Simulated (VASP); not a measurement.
# Ti5H in VASP: relaxation of the atoms with PBE

Aim: the relaxation of the atoms of Ti5H with PBE.

Program: VASP 6.6.1. These are calculated values, not measurements. Logs are shortened: lines on timing, memory, paths and dates and some standing lists are left out, and cuts for length are marked.

### 1 The cell of the first run

The cell holds a slab with vacuum, 6 atoms: a = 2.938 Å, b = 2.938 Å, c = 24.712 Å, α = 90.00°, β = 90.00°, γ = 120.00°.

### 2 Relaxation of the atoms, PBE

Input file INCAR:

```
  ALGO = Normal
  DIPOL = 0.5 0.5 0.394
  EDIFF = 1E-6
  EDIFFG = -0.025
  ENCUT = 520
  GGA = PE
  IBRION = 2
  IDIPOL = 3
  ISIF = 2
  ISMEAR = 0
  LASPH = T
  LCHARG = F
  LDIPOL = T
  LREAL = F
  LWAVE = F
  NELM = 100
  NSW = 36
  PREC = Accurate
  SIGMA = 0.1
```

Input file KPOINTS:

```
k-points
0
Gamma
  9 9 1
```

Input file POSCAR:

```
Ti5H
1.0
    2.9381632086      0.0000000000      0.0000000000
   -1.4690816043      2.5445239791      0.0000000000
    0.0000000000      0.0000000000     24.7117068140
Ti H
5 1
Selective dynamics
Direct
    0.6666666667      0.3333333333      0.1618666015  F F F
    0.3333333333      0.6666666667      0.2559609806  F F F
    0.6666666667      0.3333333333      0.3506708119  F F F
    0.3333333333      0.6666666667      0.4475655916  F F F
    0.6666666667      0.3333333333      0.5346335206  F F F
    0.6666666667      0.3333333333      0.6123294893  F F T
```

Potentials or basis: VASP PAW PBE potentials, release 64 (Ti_sv, H).

Run with:

```console
cat potpaw_PBE.64/Ti_sv/POTCAR potpaw_PBE.64/H/POTCAR > POTCAR
mpirun -np 1 vasp_std > vasp.out
```

OUTCAR:

```text
EDIFF = 1E-6
   EDIFFG = -0.025
   ENCUT = 520
   GGA = PE
   IBRION = 2
   ISIF = 2
   ISMEAR = 0
   LASPH = T
   LREAL = F
   NELM = 100
   NSW = 36
   PREC = Accurate

 ion  position               nearest neighbor table
   1  0.667  0.333  0.162-   2 2.88   2 2.88   2 2.88
   2  0.333  0.667  0.256-   1 2.88   1 2.88   1 2.88   3 2.89   3 2.89   3 2.89
   3  0.667  0.333  0.351-   2 2.89   2 2.89   2 2.89
   4  0.333  0.667  0.448-   5 2.74   5 2.74   5 2.74
   5  0.667  0.333  0.535-   4 2.74   4 2.74   4 2.74
   6  0.667  0.333  0.612-

  LATTYP: Found a hexagonal cell.
 ALAT       =     2.9381632086
 C/A-ratio  =     8.4105970498

  Lattice vectors:

 A1 = (   2.9381632086,   0.0000000000,   0.0000000000)
 A2 = (  -1.4690816043,   2.5445239791,   0.0000000000)
 A3 = (   0.0000000000,   0.0000000000,  24.7117068140)

Analysis of symmetry for initial positions (statically):
=====================================================================
 Subroutine PRICEL returns:
 Original cell was already a primitive cell.

 Routine SETGRP: Setting up the symmetry group for a
 hexagonal supercell.

 Subroutine GETGRP returns: Found  6 space group operations
 (whereof  6 operations were pure point group operations)
 out of a pool of 24 trial point group operations.

The static configuration has the point symmetry C_3v.

Analysis of symmetry for dynamics (positions and initial velocities):
=====================================================================
 Subroutine PRICEL returns:
 Original cell was already a primitive cell.

 Routine SETGRP: Setting up the symmetry group for a
 hexagonal supercell.

 Subroutine GETGRP returns: Found  6 space group operations
 (whereof  6 operations were pure point group operations)
 out of a pool of 24 trial point group operations.

The dynamic configuration has the point symmetry C_3v.

Analysis of constrained symmetry for selective dynamics:
=====================================================================
 Subroutine PRICEL returns:
 Original cell was already a primitive cell.

 Routine SETGRP: Setting up the symmetry group for a
 hexagonal supercell.

 Subroutine GETGRP returns: Found  6 space group operations
 (whereof  6 operations were pure point group operations)
 out of a pool of 24 trial point group operations.

The constrained configuration has the point symmetry C_3v.

 Subroutine INISYM returns: Found  6 space group operations
 (whereof  6 operations are pure point group operations),
 and found     1 'primitive' translations

----------------------------------------------------------------------------------------

                                     Primitive cell

  volume of cell :     184.7503

  direct lattice vectors                    reciprocal lattice vectors
     2.938163209  0.000000000  0.000000000     0.340348690  0.196500408  0.000000000
    -1.469081604  2.544523979  0.000000000     0.000000000  0.393000816  0.000000000
     0.000000000  0.000000000 24.711706814     0.000000000  0.000000000  0.040466650

  length of vectors
     2.938163209  2.938163209 24.711706814     0.393000816  0.393000816  0.040466650

  position of ions in fractional coordinates (direct lattice)
     0.666666667  0.333333333  0.161866602
     0.333333333  0.666666667  0.255960981
     0.666666667  0.333333333  0.350670812
     0.333333333  0.666666667  0.447565592
     0.666666667  0.333333333  0.534633521
     0.666666667  0.333333333  0.612329489

  ion indices of the primitive-cell ions
   primitive index   ion index
                 1           1
                 2           2
                 3           3
                 4           4
                 5           5
                 6           6

----------------------------------------------------------------------------------------

 KPOINTS: k-points

Automatic generation of k-mesh.
 Grid dimensions read from file:
 generate k-points for:    9    9    1

 Generating k-lattice:

  Cartesian coordinates                     Fractional coordinates (reciprocal lattice)
     0.037816521  0.021833379  0.000000000     0.111111111  0.000000000  0.000000000
     0.000000000  0.043666757  0.000000000     0.000000000  0.111111111  0.000000000
     0.000000000  0.000000000  0.040466650     0.000000000  0.000000000  1.000000000

  Length of vectors
     0.043666757  0.043666757  0.040466650

  Shift w.r.t. Gamma in fractional coordinates (k-lattice)
     0.000000000  0.000000000  0.000000000

 Subroutine IBZKPT returns following result:
 ===========================================

 Found     12 irreducible k-points:

 Following reciprocal coordinates:
            Coordinates               Weight
  0.000000  0.000000  0.000000      1.000000
  0.111111 -0.000000  0.000000      6.000000
  0.222222 -0.000000  0.000000      6.000000
  0.333333 -0.000000  0.000000      6.000000
  0.444444 -0.000000  0.000000      6.000000
  0.111111  0.111111  0.000000      6.000000
  0.222222  0.111111  0.000000     12.000000
  0.333333  0.111111  0.000000     12.000000
  0.444444  0.111111  0.000000      6.000000
  0.222222  0.222222  0.000000      6.000000
  0.333333  0.222222  0.000000     12.000000
  0.333333  0.333333  0.000000      2.000000
   k-points           NKPTS =     12   k-points in BZ     NKDIM =     12   number of bands    NBANDS=     36
   number of dos      NEDOS =    301   number of ions     NIONS =      6
   total plane-waves  NPLWV = 110592
   dimension x,y,z NGX =    24 NGY =   24 NGZ =  192
   dimension x,y,z NGXF=    48 NGYF=   48 NGZF=  384
   ions per type =               5   1
   NGX,Y,Z   is equivalent  to a cutoff of  13.58, 13.58, 12.92 a.u.
   NGXF,Y,Z  is equivalent  to a cutoff of  27.16, 27.16, 25.83 a.u.
 SYSTEM =  unknown system
   PREC   = accura    normal or accurate (medium, high low for compatibility)
   ISTART =      0    job   : 0-new  1-cont  2-samecut
   ICHARG =      2    charge: 1-file 2-atom 10-const
   ISPIN  =      1    spin polarized calculation?
   LNONCOLLINEAR =      F non collinear calculations
   LSORBIT =      F    spin-orbit coupling
   LASPH  =      T    aspherical Exc in radial PAW
   ENCUT  =  520.0 eV  38.22 Ry    6.18 a.u.   5.46  5.46 45.95*2*pi/ulx,y,z
   NELM   =    100;   NELMIN=  2; NELMDL= -5     # of ELM steps
   EDIFF  = 0.1E-05   stopping-criterion for ELM
   LREAL  =      F    real-space projection
   EDIFFG = -.3E-01   stopping-criterion for IOM
   NSW    =     36    number of steps for IOM
   IBRION =      2    ionic relax: 0-MD 1-quasi-New 2-CG
   NFREE  =      1    steps in history (QN), initial steepest desc. (CG)
   ISIF   =      2    stress and relaxation
   ISYM   =      2    0-nonsym 1-usesym 2-fastsym
   POTIM  = 0.5000    time-step for ionic-motion
   TEBEG  =    0.0;   TEEND  =   0.0 temperature during run
   PSTRESS=    0.0 pullay stress
   NELECT =      61.0000    total number of electrons
   NUPDOWN=      -1.0000    fix difference up-down
   EMIN   =  10.00;   EMAX   =-10.00  energy-range for DOS
   EFERMI =   0.00;   METHOD = LEGACY
   ISMEAR =     0;   SIGMA  =   0.10  broadening in eV -4-tet -1-fermi 0-gaus
   EFERMI_NEDOS =   21; number of points for ismear=-14 and -15
   IALGO  =     38    algorithm
   IMIX   =      4    mixing-type and parameters
     AMIX     =   0.40;   BMIX     =  1.00
     AMIX_MAG =   1.60;   BMIX_MAG =  1.00
  volume/ion in A,a.u.               =      30.79       207.79
  Fermi-wavevector in a.u.,A,eV,Ry     =   1.131505  2.138234 17.419579  1.280303
  Thomas-Fermi vector in A             =   2.268204
   LORBIT       =      0    0 simple, 1 ext, 2 COOP (PROOUT), +10 PAW based schemes
   GGA     = PE    functional components
   LHFCALC =     F    Hartree Fock is set to
   AEXX    =    0.0000 exact exchange contribution
   IVDW    =     0    specifies the selected vdW correction
   LEPSILON=     F    determine dielectric tensor
   LRPA    =     F    only Hartree local field effects (RPA)
 conjugate gradient relaxation of ions
 non-spin polarized calculation
 Gauss-broadening in eV      SIGMA  =   0.10
  energy-cutoff  :      520.00
  volume of cell :      184.75
 maximum number of plane-waves:      5059
 NGX is ok and might be reduce to    24
   NGX = 11   NGY = 11   NGZ = 91

 dipolmoment           0.000000      0.000000     -0.010743 electrons x Angstroem

--------------------------------------- Ionic step        1  -------------------------------------------

 number of electron      60.9999991 magnetization

 Free energy of the ion-electron system (eV)
  ---------------------------------------------------
  ext. energy  EPLUGINS =         0.00000000
  ---------------------------------------------------
  free energy    TOTEN  =       -39.97157669 eV

  energy without entropy =      -39.91944208  energy(sigma->0) =      -39.94550938

------------------------ aborting loop because EDIFF is reached ----------------------------------------

  FORCE on cell =-STRESS in cart. coord.  units (eV):
  Direction    XX          YY          ZZ          XY          YZ          ZX
  --------------------------------------------------------------------------------------
  -------------------------------------------------------------------------------------
  Total       -0.9747153     -0.9747153     -1.8046432      0.0000000      0.0000000     -0.0000000
  in kB       -8.4528503     -8.4528503    -15.6500855      0.0000000      0.0000000     -0.0000000
  external PRESSURE =     -10.8519287 kB  Pullay stress =       0.0000000 kB
[... 107 lines left out ...]
--------------------------------------- Ionic step        4  -------------------------------------------

 number of electron      60.9999991 magnetization

 dipolmoment           0.000000      0.000000      0.083084 electrons x Angstroem

 Free energy of the ion-electron system (eV)
  ---------------------------------------------------
  ext. energy  EPLUGINS =         0.00000000
  ---------------------------------------------------
  free energy    TOTEN  =       -40.04929831 eV

  energy without entropy =      -39.99742858  energy(sigma->0) =      -40.02336344

 E-fermi :   1.1881     XC(G=0):  -6.3884

 val. band max:        1.1737293956   @ k =   0.3333   0.3333   0.0000
 cond. band min:       1.1948161625   @ k =   0.3333   0.1111   0.0000
 fundamental gap:      0.0210867669
 Fermi energy:         1.1881381206

 k-point     1 :       0.0000    0.0000    0.0000
  band No.  band energies     occupation
      1     -55.7851      2.00000
      2     -55.7798      2.00000
      3     -55.6295      2.00000
      4     -55.5875      2.00000
      5     -55.5321      2.00000
      6     -32.2856      2.00000
[... 457 lines left out ...]
     35       1.3722      0.00924
     36       1.4531      0.00018

------------------------ aborting loop because EDIFF is reached ----------------------------------------

 vacuum level on the upper side and lower side of the slab       (xc-potential included)         0.841        -1.196

  FORCE on cell =-STRESS in cart. coord.  units (eV):
  Direction    XX          YY          ZZ          XY          YZ          ZX
  --------------------------------------------------------------------------------------
  -------------------------------------------------------------------------------------
  Total       -0.8786797     -0.8786797      0.1392251      0.0000000      0.0000000     -0.0000000
  in kB       -7.6200172     -7.6200172      1.2073774      0.0000000      0.0000000     -0.0000000
  external PRESSURE =      -4.6775524 kB  Pullay stress =       0.0000000 kB
[... 21 lines left out ...]
  FREE ENERGIE OF THE ION-ELECTRON SYSTEM (eV)
  ---------------------------------------------------
  free  energy   TOTEN  =       -40.0492983079 eV

  energy  without entropy=      -39.9974285787  energy(sigma->0) =      -40.02336344

 reached required accuracy - stopping structural energy minimisation

 vacuum level on the upper side and lower side of the slab         7.478         5.401
```

Run time: 15 min. Hardware: 1 thread of Intel Xeon 8259CL, shared host; peak memory 0.36 GiB.

Results:

```
Free energy               : -40.0493 eV
Energy gained by relaxing : 13.0 meV/atom
Ionic steps               : 4
Band gap on the k mesh    : zero (an odd number of electrons rules out a gap without spin polarisation)
```

The path:
```
step  energy change (eV)  largest force on free atoms (eV/Å)  pressure (GPa)
   1              0.0000                              0.9151           -1.09
   2             -0.0360                              0.7082           -0.94
   3             -0.0777                              0.0270           -0.49
   4             -0.0777                              0.0054           -0.47
```

Final structure:
```cif
data_structure
_symmetry_space_group_name_H-M 'P 1'
_symmetry_Int_Tables_number 1
_cell_length_a 2.9382
_cell_length_b 2.9382
_cell_length_c 24.7117
_cell_angle_alpha 90.000
_cell_angle_beta 90.000
_cell_angle_gamma 120.000
_cell_volume 184.75
loop_
_atom_site_label
_atom_site_type_symbol
_atom_site_fract_x
_atom_site_fract_y
_atom_site_fract_z
_atom_site_occupancy
Ti1 Ti 0.66667 0.33333 0.16187 1
Ti2 Ti 0.33333 0.66667 0.25596 1
Ti3 Ti 0.66667 0.33333 0.35067 1
Ti4 Ti 0.33333 0.66667 0.44757 1
Ti5 Ti 0.66667 0.33333 0.53463 1
H1 H 0.66667 0.33333 0.60609 1
```

Levels at points of the mesh, in eV from the Fermi level:
```csv
k point,band 26,band 27,band 28,band 29,band 30,band 31,band 32,band 33,band 34,band 35
"(0.00, 0.00, 0.00)",-2.68,-0.13,0.13,0.40,0.52,0.52,0.64,0.64,0.66,0.74
```

The gap in the log of VASP goes by the Fermi energy; the results here count the filled bands.